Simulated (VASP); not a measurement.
A run of VASP 6.6.1 is set up as follows.

File INCAR:

```
ALGO     = Fast           # electronic algorithm
EDIFF    = 1E-6           # SCF threshold, eV
ENCUT    = 520            # plane-wave cutoff, eV
GGA      = PE             # functional
ISIF     = 2              # what is computed and relaxed
ISMEAR   = -1             # smearing method
LASPH    = T              # aspherical terms in the spheres
LCHARG   = F              # write CHGCAR
LREAL    = F              # projectors in reciprocal space
LWAVE    = F              # write WAVECAR
NBANDS   = 12             # bands
NELM     = 60             # most SCF steps
PREC     = Accurate       # precision mode
SIGMA    = 0.05           # smearing width, eV
```

File KPOINTS:

```
k-points
0
Gamma
  11 11 11
```

File POSCAR:

```
Ti
1.0
    0.0000000000      2.0551358018      2.0551358018
    2.0551358018      0.0000000000      2.0551358018
    2.0551358018      2.0551358018      0.0000000000
Ti
1
Direct
    0.0000000000      0.0000000000      0.0000000000
```

Potentials or basis: VASP PAW PBE potentials, release 64 (Ti_sv).

Run with:

```console
$ cat potpaw_PBE.64/Ti_sv/POTCAR > POTCAR
$ mpirun -np 1 vasp_std > vasp.out
```

(1) Predict the pressure.

(2) What does it give for the band gap on the k mesh?

Answers

(1) -0.3 GPa.

(2) zero (band 6 reaches 9.11 eV, above the bottom of band 7 at 7.95 eV).
